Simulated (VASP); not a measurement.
# Ca17S15 (a cell with a defect) in VASP: a series of runs

Runs on Ca17S15 (a cell with a defect). Level: PBE. Tasks: single point.

Program: VASP 6.6.1. These are calculated values, not measurements. Logs are shortened: lines on timing, memory, paths and dates and some standing lists are left out, and cuts for length are marked.

### 1 The cell of the first run

The cell holds a defect, 32 atoms: a = 9.893 Å, b = 9.893 Å, c = 9.893 Å, α = 109.47°, β = 109.47°, γ = 109.47°.

### 2 Single point, PBE

The input, INCAR:

```
ALGO = Normal ; EDIFF = 1E-6
ENCUT = 400 ; GGA = PE
GGA_COMPAT = F ; ISIF = 2
ISMEAR = 0 ; LASPH = T
LCHARG = F ; LREAL = Auto
LWAVE = F ; NBANDS = 152
NELM = 120 ; PREC = Accurate
SIGMA = 0.01
```

The input, KPOINTS:

```
Automatic mesh
0
Gamma
  2 2 2
  0.5 0.5 0.5
```

The input, POSCAR:

```
Ca17S15
1.0
    5.7117999112      5.7117999112      5.7117999112
   -5.7117999112     -5.7117999112      5.7117999112
    5.7117999112     -5.7117999112     -5.7117999112
Ca S
17 15
Direct
    0.2274167763      0.2500000000      0.4774167763
    0.5000000000     -0.0225832237      0.4774167763
    0.2500000000      0.5000000000      0.2500000000
    0.5000000000      0.2500000000      0.2500000000
    0.7500000000      0.0000000000      0.2500000000
    0.7500000000      0.7500000000      0.5000000000
    0.0000000000      0.5000000000      0.5000000000
    0.2274167763      0.9774167763      0.7500000000
    0.2500000000      0.7500000000      0.0000000000
    0.5000000000      0.5225832237      0.0225832237
    0.7725832237      0.2500000000      0.0225832237
    0.0000000000      0.0000000000      0.0000000000
    0.0000000000      0.7500000000      0.2500000000
    0.5000000000      0.7500000000      0.7500000000
    0.7725832237      0.5225832237      0.7500000000
    0.0000000000      0.2500000000      0.7500000000
    0.5000000000      0.2500000000      0.7500000000
    0.7488639190      0.0011360810      0.7500000000
    0.5000000000      0.4988639190      0.5011360810
    0.7488639190      0.2500000000      0.5011360810
    0.0022721620      0.0011360810      0.5011360810
    0.0000000000      0.7500000000      0.7500000000
    0.2511360810      0.4988639190      0.7500000000
    0.5000000000      0.0011360810     -0.0011360810
    0.5000000000      0.7500000000      0.2500000000
    0.7488639190      0.4988639190      0.2477278380
    0.0000000000      0.2500000000      0.2500000000
    0.2511360810      0.0011360810      0.2522721620
    0.2511360810      0.7522721620      0.5011360810
    0.7488639190      0.7477278380     -0.0011360810
   -0.0022721620      0.4988639190     -0.0011360810
    0.2511360810      0.2500000000     -0.0011360810
```

Potentials or basis: VASP PAW PBE potentials, release 64 (Ca_sv, S).

The run is started by

```
> cat potpaw_PBE.64/Ca_sv/POTCAR potpaw_PBE.64/S/POTCAR > POTCAR
> mpirun -np 1 vasp_std > vasp.out
```

OUTCAR:

```text
EDIFF = 1E-6
   ENCUT = 400
   GGA = PE
   ISIF = 2
   ISMEAR = 0
   LASPH = T
   LREAL = Auto
   NELM = 120
   PREC = Accurate

 ion  position               nearest neighbor table
   1  0.227  0.250  0.477-  27 2.60  21 2.86  23 2.86  19 2.86  28 2.86  17 3.11
   2  0.500  0.977  0.477-  25 2.60  20 2.86  18 2.86  28 2.86  29 2.86  17 3.11
   3  0.250  0.500  0.250-  25 2.86  27 2.86  19 2.87  29 2.87  31 2.87  32 2.87
   4  0.500  0.250  0.250-  19 2.86  20 2.86  24 2.86  26 2.86  28 2.86  32 2.86
   5  0.750  0.000  0.250-  25 2.86  27 2.86  24 2.87  20 2.87  21 2.87  30 2.87
   6  0.750  0.750  0.500-  22 2.86  25 2.86  21 2.87  18 2.87  19 2.87  26 2.87
[... 24 lines left out ...]
  31  0.998  0.499  0.999-  11 2.86  15 2.86  13 2.86  16 2.86   3 2.87   9 2.87
  32  0.251  0.250  0.999-   8 2.86  10 2.86   4 2.86  16 2.86  12 2.87   3 2.87

  LATTYP: Found a body centered cubic cell.
 ALAT       =    11.4235998224

  Lattice vectors:

 A1 = (   5.7117999112,   5.7117999112,   5.7117999112)
 A2 = (  -5.7117999112,  -5.7117999112,   5.7117999112)
 A3 = (   5.7117999112,  -5.7117999112,  -5.7117999112)

Analysis of symmetry for initial positions (statically):
=====================================================================
 Subroutine PRICEL returns:
 Original cell was already a primitive cell.

 Routine SETGRP: Setting up the symmetry group for a
 body centered cubic supercell.

 Subroutine GETGRP returns: Found 48 space group operations
 (whereof  8 operations were pure point group operations)
 out of a pool of 48 trial point group operations.

The static configuration has the point symmetry D_2d.
 The point group associated with its full space group is O_h .

Analysis of symmetry for dynamics (positions and initial velocities):
=====================================================================
 Subroutine PRICEL returns:
 Original cell was already a primitive cell.

 Routine SETGRP: Setting up the symmetry group for a
 body centered cubic supercell.

 Subroutine GETGRP returns: Found 48 space group operations
 (whereof  8 operations were pure point group operations)
 out of a pool of 48 trial point group operations.

The dynamic configuration has the point symmetry D_2d.
 The point group associated with its full space group is O_h .

 Subroutine INISYM returns: Found 48 space group operations
 (whereof  8 operations are pure point group operations),
 and found     1 'primitive' translations

----------------------------------------------------------------------------------------

                                     Primitive cell

  volume of cell :     745.3821

  direct lattice vectors                    reciprocal lattice vectors
     5.711799911  5.711799911  5.711799911     0.087538080  0.000000000  0.087538080
    -5.711799911 -5.711799911  5.711799911     0.000000000 -0.087538080  0.087538080
     5.711799911 -5.711799911 -5.711799911     0.087538080 -0.087538080  0.000000000

  length of vectors
     9.893127649  9.893127649  9.893127649     0.123797541  0.123797541  0.123797541

  position of ions in fractional coordinates (direct lattice)
     0.227416776  0.250000000  0.477416776
     0.500000000  0.977416776  0.477416776
     0.250000000  0.500000000  0.250000000
     0.500000000  0.250000000  0.250000000
     0.750000000  0.000000000  0.250000000
     0.750000000  0.750000000  0.500000000
[... 24 lines left out ...]
     0.997727838  0.498863919  0.998863919
     0.251136081  0.250000000  0.998863919

  ion indices of the primitive-cell ions
   primitive index   ion index
                 1           1
                 2           2
                 3           3
                 4           4
                 5           5
                 6           6
[... 24 lines left out ...]
                31          31
                32          32

----------------------------------------------------------------------------------------

 KPOINTS: Automatic mesh

Automatic generation of k-mesh.
 Grid dimensions read from file:
 generate k-points for:    2    2    2

 Generating k-lattice:

  Cartesian coordinates                     Fractional coordinates (reciprocal lattice)
     0.043769040  0.000000000  0.043769040     0.500000000  0.000000000  0.000000000
     0.000000000 -0.043769040  0.043769040     0.000000000  0.500000000  0.000000000
     0.043769040 -0.043769040  0.000000000     0.000000000  0.000000000  0.500000000

  Length of vectors
     0.061898770  0.061898770  0.061898770

  Shift w.r.t. Gamma in fractional coordinates (k-lattice)
     0.500000000  0.500000000  0.500000000

 Subroutine IBZKPT returns following result:
 ===========================================

 Found      2 irreducible k-points:

 Following reciprocal coordinates:
            Coordinates               Weight
  0.250000  0.250000  0.250000      2.000000
 -0.250000  0.250000  0.250000      6.000000
   k-points           NKPTS =      2   k-points in BZ     NKDIM =      2   number of bands    NBANDS=    152
   number of dos      NEDOS =    301   number of ions     NIONS =     32
   total plane-waves  NPLWV = 343000
   dimension x,y,z NGX =    70 NGY =   70 NGZ =   70
   dimension x,y,z NGXF=   140 NGYF=  140 NGZF=  140
   ions per type =              17  15
   NGX,Y,Z   is equivalent  to a cutoff of  11.76, 11.76, 11.76 a.u.
   NGXF,Y,Z  is equivalent  to a cutoff of  23.53, 23.53, 23.53 a.u.
 SYSTEM =  unknown system
   PREC   = accura    normal or accurate (medium, high low for compatibility)
   ISTART =      0    job   : 0-new  1-cont  2-samecut
   ICHARG =      2    charge: 1-file 2-atom 10-const
   ISPIN  =      1    spin polarized calculation?
   LNONCOLLINEAR =      F non collinear calculations
   LSORBIT =      F    spin-orbit coupling
   LASPH  =      T    aspherical Exc in radial PAW
   ENCUT  =  400.0 eV  29.40 Ry    5.42 a.u.  16.13 16.13 16.13*2*pi/ulx,y,z
   NELM   =    120;   NELMIN=  2; NELMDL= -5     # of ELM steps
   EDIFF  = 0.1E-05   stopping-criterion for ELM
   LREAL  =      T    real-space projection
   EDIFFG = 0.1E-04   stopping-criterion for IOM
   NSW    =      0    number of steps for IOM
   IBRION =     -1    ionic relax: 0-MD 1-quasi-New 2-CG
   NFREE  =      0    steps in history (QN), initial steepest desc. (CG)
   ISIF   =      2    stress and relaxation
   ISYM   =      2    0-nonsym 1-usesym 2-fastsym
   POTIM  = 0.5000    time-step for ionic-motion
   TEBEG  =    0.0;   TEEND  =   0.0 temperature during run
   PSTRESS=    0.0 pullay stress
   NELECT =     260.0000    total number of electrons
   NUPDOWN=      -1.0000    fix difference up-down
   EMIN   =  10.00;   EMAX   =-10.00  energy-range for DOS
   EFERMI =   0.00;   METHOD = LEGACY
   ISMEAR =     0;   SIGMA  =   0.01  broadening in eV -4-tet -1-fermi 0-gaus
   EFERMI_NEDOS =   21; number of points for ismear=-14 and -15
   IALGO  =     38    algorithm
   IMIX   =      4    mixing-type and parameters
     AMIX     =   0.40;   BMIX     =  1.00
     AMIX_MAG =   1.60;   BMIX_MAG =  1.00
  volume/ion in A,a.u.               =      23.29       157.19
  Fermi-wavevector in a.u.,A,eV,Ry     =   1.152408  2.177736 18.069141  1.328044
  Thomas-Fermi vector in A             =   2.289059
   LORBIT       =      0    0 simple, 1 ext, 2 COOP (PROOUT), +10 PAW based schemes
   GGA     = PE    functional components
   LHFCALC =     F    Hartree Fock is set to
   AEXX    =    0.0000 exact exchange contribution
   IVDW    =     0    specifies the selected vdW correction
   LEPSILON=     F    determine dielectric tensor
   LRPA    =     F    only Hartree local field effects (RPA)
 non-spin polarized calculation
 Gauss-broadening in eV      SIGMA  =   0.01
  energy-cutoff  :      400.00
  volume of cell :      745.38
 maximum number of plane-waves:     13556
 NGX is ok and might be reduce to    70
   NGX = 33   NGY = 33   NGZ = 33

 number of electron     260.0000101 magnetization

 Free energy of the ion-electron system (eV)
  ---------------------------------------------------
  ext. energy  EPLUGINS =         0.00000000
  ---------------------------------------------------
  free energy    TOTEN  =      -154.51907714 eV

  energy without entropy =     -154.51377700  energy(sigma->0) =     -154.51642707

 E-fermi :   5.4700     XC(G=0):  -9.3310

 val. band max:        5.0087822407   @ k =  -0.2500   0.2500   0.2500
 cond. band min:       5.4768457445   @ k =  -0.2500   0.2500   0.2500
 fundamental gap:      0.4680635038
 Fermi energy:         5.4700050894

 k-point     1 :       0.2500    0.2500    0.2500
  band No.  band energies     occupation
      1     -37.8475      2.00000
      2     -36.4301      2.00000
      3     -36.4301      2.00000
      4     -36.4301      2.00000
      5     -36.4261      2.00000
      6     -36.4261      2.00000
[... 134 lines left out ...]
    141       6.5590      0.00000
    142       6.5590      0.00000

 k-point     2 :      -0.2500    0.2500    0.2500
  band No.  band energies     occupation
      1     -37.8475      2.00000
      2     -36.4315      2.00000
      3     -36.4293      2.00000
      4     -36.4279      2.00000
      5     -36.4279      2.00000
      6     -36.4269      2.00000
[... 134 lines left out ...]
    141       6.6671      0.00000
    142       6.6836      0.00000
 [bands above 142 left out]

------------------------ aborting loop because EDIFF is reached ----------------------------------------

  FORCE on cell =-STRESS in cart. coord.  units (eV):
  Direction    XX          YY          ZZ          XY          YZ          ZX
  --------------------------------------------------------------------------------------
  -------------------------------------------------------------------------------------
  Total        7.1462566      7.1462566      7.1462566     -0.0000000     -0.0000000      0.0000000
  in kB       15.3606729     15.3606729     15.3606729     -0.0000000     -0.0000000      0.0000000
  external PRESSURE =      15.3606729 kB  Pullay stress =       0.0000000 kB

 VOLUME and BASIS-vectors are now :
 -----------------------------------------------------------------------------
  energy-cutoff  :      400.00
  volume of cell :      745.38
      direct lattice vectors                 reciprocal lattice vectors
     5.711799911  5.711799911  5.711799911     0.087538080  0.000000000  0.087538080
    -5.711799911 -5.711799911  5.711799911     0.000000000 -0.087538080  0.087538080
     5.711799911 -5.711799911 -5.711799911     0.087538080 -0.087538080  0.000000000

 POSITION                                       TOTAL-FORCE (eV/Angst)
 -----------------------------------------------------------------------------------
      2.59792     -2.85590      0.00000         0.017469      0.000000      0.000000
      0.00000     -5.45382      5.71180         0.000000     -0.017469      0.000000
      0.00000     -2.85590      2.85590         0.000000      0.000000     -0.000000
      2.85590      0.00000      2.85590         0.000000      0.000000      0.000000
      5.71180      2.85590      2.85590         0.000000      0.000000     -0.000000
      2.85590     -2.85590      5.71180         0.000000      0.000000     -0.000000
[... 24 lines left out ...]
      8.55472     -2.85590      2.84292         0.000084      0.000000      0.000084
      5.71180     -5.69882     -2.84292         0.000000     -0.000084     -0.000084
 -----------------------------------------------------------------------------------
    total drift:                               -0.000000      0.000000      0.000000

  FREE ENERGIE OF THE ION-ELECTRON SYSTEM (eV)
  ---------------------------------------------------
  free  energy   TOTEN  =      -154.5190771376 eV

  energy  without entropy=     -154.5137769988  energy(sigma->0) =     -154.51642707
```

It took 5.1 min on 1 thread of Intel Xeon 6975P-C (Granite Rapids), shared host; peak memory 0.7 GiB.

What came out:

```yaml
Free_energy: -154.5191 eV
Pressure: 1.5 GPa
Largest_force: 0.017 eV/Å
Band_gap_on_the_k_mesh: zero (bands 130 and 131 overlap by 0.23 eV)
```

Forces in eV/Å, atoms in the order of the input:
```
Ca   0.017  0.000  0.000
Ca   0.000 -0.017  0.000
Ca   0.000  0.000  0.000
Ca   0.000  0.000  0.000
Ca   0.000  0.000  0.000
Ca   0.000  0.000  0.000
Ca   0.000  0.000  0.000
Ca   0.000  0.000  0.017
Ca   0.000  0.000  0.000
Ca   0.000  0.017  0.000
Ca  -0.017  0.000  0.000
Ca   0.000  0.000  0.000
Ca   0.000  0.000  0.000
Ca   0.000  0.000  0.000
Ca   0.000  0.000 -0.017
Ca   0.000  0.000  0.000
Ca   0.000  0.000  0.000
S    0.000  0.000  0.000
S    0.000  0.000  0.000
S    0.000  0.000  0.000
S    0.000  0.000  0.000
S    0.000  0.000  0.000
S    0.000  0.000  0.000
S    0.000  0.000  0.000
S    0.000  0.000  0.000
S    0.000  0.000  0.000
S    0.000  0.000  0.000
S    0.000  0.000  0.000
S    0.000  0.000  0.000
S    0.000  0.000  0.000
S    0.000  0.000  0.000
S    0.000  0.000  0.000
```

Caveat: the k points lie up to 0.39 Å⁻¹ apart.

(Continued in part 2 of 2.)

The gap in the log of VASP goes by the Fermi energy; the results here count the filled bands.